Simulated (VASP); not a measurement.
# Ti2O3 (R-3c) in VASP: single point with r2SCAN

Aim: the single point of Ti2O3 with r2SCAN.

Everything below comes from runs of VASP 6.6.1. Logs are shortened: lines on timing, memory, paths and dates and some standing lists are left out, and cuts for length are marked.

### Step 1. The cell of the first run

It takes space group R-3c (No. 167, trigonal). Conventional cell: a = 5.094 Å, b = 5.094 Å, c = 13.766 Å, α = 90.00°, β = 90.00°, γ = 120.00°. Within 2.7 Å of Ti (site symmetry 3) lie 6 O at 2.01 to 2.06 Å and 1 Ti at 2.59 Å. Within 2.9 Å of O (site symmetry 2) lie 4 Ti at 2.01 to 2.06 Å and 8 O at 2.78 to 2.88 Å.

### Step 2. Single point, r2SCAN

File POSCAR:

```
Ti2O3
1.0
    2.5472073302      1.4706308378      4.5886121532
   -2.5472073302      1.4706308378      4.5886121532
    0.0000000000     -2.9412616756      4.5886121532
Ti O
4 6
Direct
    0.3441146631      0.3441146631      0.3441146631
    0.1558853369      0.1558853369      0.1558853369
    0.6558853369      0.6558853369      0.6558853369
    0.8441146631      0.8441146631      0.8441146631
    0.5645150947      0.9354849053      0.2500000000
    0.2500000000      0.5645150947      0.9354849053
    0.9354849053      0.2500000000      0.5645150947
    0.4354849053      0.0645150947      0.7500000000
    0.7500000000      0.4354849053      0.0645150947
    0.0645150947      0.7500000000      0.4354849053
```

File INCAR.step1:

```
PREC = Accurate ; ENCUT = 660
ISMEAR = 0 ; SIGMA = 0.1
LREAL = F ; LASPH = T
NELM = 120 ; NBANDS = 53
GGA = PE ; ALGO = Normal
EDIFF = 1E-5 ; LWAVE = T
LCHARG = F ; GGA_COMPAT = F
```

File INCAR.step2:

```
PREC = Accurate ; ENCUT = 660
EDIFF = 1E-6 ; ISMEAR = 0
SIGMA = 0.1 ; LREAL = F
LASPH = T ; NELM = 120
ALGO = Normal ; ISIF = 2
LWAVE = F ; LCHARG = F
METAGGA = R2SCAN ; LMIXTAU = T
NBANDS = 53 ; ISTART = 1
GGA_COMPAT = F
```

File KPOINTS:

```
regular mesh
0
Gamma
  9 9 9
```

Potentials or basis: VASP PAW PBE potentials, release 64 (Ti_sv, O).

On the command line:

```bash
cat potpaw_PBE.64/Ti_sv/POTCAR potpaw_PBE.64/O/POTCAR > POTCAR
cp INCAR.step1 INCAR
mpirun -np 1 vasp_std > vasp.out
cp INCAR.step2 INCAR
mpirun -np 1 vasp_std > vasp.out
```

OUTCAR:

```text
PREC = Accurate
   ENCUT = 660
   EDIFF = 1E-6
   ISMEAR = 0
   LREAL = F
   LASPH = T
   NELM = 120
   ISIF = 2
   METAGGA = R2SCAN
   ISTART = 1

 ion  position               nearest neighbor table
   1  0.344  0.344  0.344-  10 2.01   8 2.01   9 2.01   5 2.06   7 2.06   6 2.06   2 2.59
   2  0.156  0.156  0.156-   9 2.01   8 2.01  10 2.01   5 2.06   7 2.06   6 2.06   1 2.59
   3  0.656  0.656  0.656-   7 2.01   5 2.01   6 2.01   8 2.06   9 2.06  10 2.06   4 2.59
   4  0.844  0.844  0.844-   6 2.01   5 2.01   7 2.01   8 2.06   9 2.06  10 2.06   3 2.59
   5  0.565  0.935  0.250-   3 2.01   4 2.01   1 2.06   2 2.06
   6  0.250  0.565  0.935-   4 2.01   3 2.01   1 2.06   2 2.06
   7  0.935  0.250  0.565-   3 2.01   4 2.01   1 2.06   2 2.06
   8  0.435  0.065  0.750-   1 2.01   2 2.01   3 2.06   4 2.06
   9  0.750  0.435  0.065-   2 2.01   1 2.01   3 2.06   4 2.06
  10  0.065  0.750  0.435-   1 2.01   2 2.01   3 2.06   4 2.06

  LATTYP: Found a trigonal (rhomboedric) cell.
 ALAT       =     5.4503561110
 COS(alpha) =     0.5631736480

  Lattice vectors:

 A1 = (   2.5472073302,   1.4706308378,   4.5886121532)
 A2 = (  -2.5472073302,   1.4706308378,   4.5886121532)
 A3 = (   0.0000000000,  -2.9412616756,   4.5886121532)

Analysis of symmetry for initial positions (statically):
=====================================================================
 Subroutine PRICEL returns:
 Original cell was already a primitive cell.

 Routine SETGRP: Setting up the symmetry group for a
 trigonal (rhombohedral) supercell.

 Subroutine GETGRP returns: Found 12 space group operations
 (whereof  6 operations were pure point group operations)
 out of a pool of 12 trial point group operations.

The static configuration has the point symmetry S_6 .
 The point group associated with its full space group is D_3d.

Analysis of symmetry for dynamics (positions and initial velocities):
=====================================================================
 Subroutine PRICEL returns:
 Original cell was already a primitive cell.

 Routine SETGRP: Setting up the symmetry group for a
 trigonal (rhombohedral) supercell.

 Subroutine GETGRP returns: Found 12 space group operations
 (whereof  6 operations were pure point group operations)
 out of a pool of 12 trial point group operations.

The dynamic configuration has the point symmetry S_6 .
 The point group associated with its full space group is D_3d.

[... 116 lines left out ...]
   EDIFFG = 0.1E-04   stopping-criterion for IOM
   NSW    =      0    number of steps for IOM
   IBRION =     -1    ionic relax: 0-MD 1-quasi-New 2-CG
   NFREE  =      0    steps in history (QN), initial steepest desc. (CG)
   ISIF   =      2    stress and relaxation
   ISYM   =      2    0-nonsym 1-usesym 2-fastsym
   POTIM  = 0.5000    time-step for ionic-motion
   TEBEG  =    0.0;   TEEND  =   0.0 temperature during run
   PSTRESS=    0.0 pullay stress
   NELECT =      84.0000    total number of electrons
   NUPDOWN=      -1.0000    fix difference up-down
   EMIN   =  10.00;   EMAX   =-10.00  energy-range for DOS
   EFERMI =   0.00;   METHOD = LEGACY
   ISMEAR =     0;   SIGMA  =   0.10  broadening in eV -4-tet -1-fermi 0-gaus
   EFERMI_NEDOS =   21; number of points for ismear=-14 and -15
   IALGO  =     38    algorithm
   IMIX   =      4    mixing-type and parameters
     AMIX     =   0.40;   BMIX     =  1.00
     AMIX_MAG =   1.60;   BMIX_MAG =  1.00
  volume/ion in A,a.u.               =      10.31        69.60
  Fermi-wavevector in a.u.,A,eV,Ry     =   1.528860  2.889127 31.802436  2.337413
  Thomas-Fermi vector in A             =   2.636561
   LORBIT       =      0    0 simple, 1 ext, 2 COOP (PROOUT), +10 PAW based schemes
   METAGGA = R2SCAN    functional components
   LHFCALC =     F    Hartree Fock is set to
   AEXX    =    0.0000 exact exchange contribution
   IVDW    =     0    specifies the selected vdW correction
   LEPSILON=     F    determine dielectric tensor
   LRPA    =     F    only Hartree local field effects (RPA)
 non-spin polarized calculation
 Gauss-broadening in eV      SIGMA  =   0.10
  energy-cutoff  :      660.00
  volume of cell :      103.13
 maximum number of plane-waves:      4006
 NGX is ok and might be reduce to    48
   NGX = 23   NGY = 23   NGZ = 23

 number of electron      83.9999992 magnetization

 Free energy of the ion-electron system (eV)
  ---------------------------------------------------
  ext. energy  EPLUGINS =         0.00000000
  ---------------------------------------------------
  free energy    TOTEN  =      -119.43035550 eV

  energy without entropy =     -119.41930055  energy(sigma->0) =     -119.42482802

 E-fermi :   9.0379     XC(G=0): -12.5365

 val. band max:        9.0268950892   @ k =   0.1111   0.0000   0.0000
 cond. band min:       9.0605419037   @ k =   0.4444   0.4444   0.3333
 fundamental gap:      0.0336468144
 Fermi energy:         9.0379296703

 k-point     1 :       0.0000    0.0000    0.0000
  band No.  band energies     occupation
      1     -51.9070      2.00000
      2     -51.8394      2.00000
      3     -51.8119      2.00000
      4     -51.7607      2.00000
      5     -27.4149      2.00000
      6     -27.4149      2.00000
[... 1333 lines left out ...]
     52      11.0230      0.00000
     53      11.5996      0.00000

 [... further k-points ...]
[... 5 lines left out ...]
  --------------------------------------------------------------------------------------
  -------------------------------------------------------------------------------------
  Total        0.7514893      0.7514893      0.8588483      0.0000000     -0.0000000      0.0000000
  in kB       11.6743529     11.6743529     13.3421709      0.0000000     -0.0000000      0.0000000
  external PRESSURE =      12.2302922 kB  Pullay stress =       0.0000000 kB

 VOLUME and BASIS-vectors are now :
 -----------------------------------------------------------------------------
  energy-cutoff  :      660.00
  volume of cell :      103.13
      direct lattice vectors                 reciprocal lattice vectors
     2.547207330  1.470630838  4.588612153     0.196293405  0.113330050  0.072643606
    -2.547207330  1.470630838  4.588612153    -0.196293405  0.113330050  0.072643606
     0.000000000 -2.941261676  4.588612153     0.000000000 -0.226660100  0.072643606

 POSITION                                       TOTAL-FORCE (eV/Angst)
 -----------------------------------------------------------------------------------
      0.00000      0.00000      4.73703        -0.000000      0.000000      0.066471
      0.00000      0.00000      2.14589        -0.000000      0.000000     -0.066471
      0.00000      0.00000      9.02881        -0.000000      0.000000     -0.066471
      0.00000      0.00000     11.61994        -0.000000     -0.000000      0.066471
     -0.94494      1.47063      8.03007         0.032950     -0.000000      0.000000
     -0.80114     -1.55365      8.03007        -0.016475      0.028536     -0.000000
      1.74607      0.08302      8.03007        -0.016475     -0.028536     -0.000000
      0.94494     -1.47063      5.73577        -0.032950     -0.000000      0.000000
      0.80114      1.55365      5.73577         0.016475     -0.028536     -0.000000
     -1.74607     -0.08302      5.73577         0.016475      0.028536     -0.000000
 -----------------------------------------------------------------------------------
    total drift:                                0.000000      0.000000      0.000000

  FREE ENERGIE OF THE ION-ELECTRON SYSTEM (eV)
  ---------------------------------------------------
  free  energy   TOTEN  =      -119.4303555012 eV

  energy  without entropy=     -119.4193005484  energy(sigma->0) =     -119.42482802
```

It took 1.7 h on 1 thread of Intel Xeon 8259CL, shared host; peak memory 0.69 GiB.

Results:

* Free energy: -119.4304 eV
* Pressure: 1.2 GPa
* Largest force: 0.066 eV/Å
* Band gap on the k mesh: zero (bands 42 and 43 overlap by 0.37 eV)

Forces on the atoms (eV/Å):
```
Ti   0.000  0.000  0.066
Ti   0.000  0.000 -0.066
Ti   0.000  0.000 -0.066
Ti   0.000  0.000  0.066
O    0.033  0.000  0.000
O   -0.016  0.029  0.000
O   -0.016 -0.029  0.000
O   -0.033  0.000  0.000
O    0.016 -0.029  0.000
O    0.016  0.029  0.000
```

Levels at points of the mesh, in eV from the Fermi level:
| k point | band 39 | band 40 | band 41 | band 42 | band 43 | band 44 | band 45 | band 46 |
| --- | --- | --- | --- | --- | --- | --- | --- | --- |
| (0.00, 0.00, 0.00) | -4.55 | -4.40 | -1.09 | -0.07 | -0.07 | 0.24 | 0.45 | 0.45 |

Caveat: the PAW data sets were made with another functional, which shifts forces and pressure a little; semilocal functionals often make such compounds metallic where correlation or magnetic order opens a gap, which also shifts bond lengths.
